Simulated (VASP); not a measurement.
Here is a VASP 6.6.1 calculation.

INCAR

```
ALGO = Normal ; EDIFF = 1E-6
EDIFFG = -0.01 ; ENCUT = 600
GGA = PE ; IBRION = 2
ISIF = 3 ; ISMEAR = 0
LASPH = True ; LCHARG = False
LREAL = False ; LWAVE = False
NELM = 80 ; NSW = 100
PREC = Accurate ; SIGMA = 0.1
```

File KPOINTS:

```
k-points
0
Gamma
  12 12 6
```

POSCAR

```
In3C2
1.0
    3.8259487794      0.0000000000      0.0000000000
   -1.9129743897      3.3133688366      0.0000000000
    0.0000000000      0.0000000000      7.4231074469
In C
3 2
Direct
    0.0000000000      0.0000000000      0.0000000000
    0.3333333333      0.6666666667      0.6582824812
    0.6666666667      0.3333333333      0.3417175188
    0.3333333333      0.6666666667      0.3002584999
    0.6666666667      0.3333333333      0.6997415001
```

Potentials or basis: VASP PAW PBE potentials, release 64 (In_d, C).

Run with:

```sh
$ cat potpaw_PBE.64/In_d/POTCAR potpaw_PBE.64/C/POTCAR > POTCAR
$ mpirun -np 1 vasp_std > vasp.out
```

Question: Predict the space group after relaxing (to 0.05 Å).

Answer: P-3m1 (No. 164).

Question: What does it give for the relaxed cell?

Answer: a = 3.829 Å, b = 3.829 Å, c = 7.430 Å, α = 90.00°, β = 90.00°, γ = 120.00°.

Question: Predict the relaxed volume.

Answer: 18.86 Å³/atom.

Forces on the atoms (eV/Å):
```
In   0.000  0.000  0.000
In   0.000  0.000 -0.009
In   0.000  0.000  0.009
C    0.000  0.000 -0.008
C    0.000  0.000  0.008
```
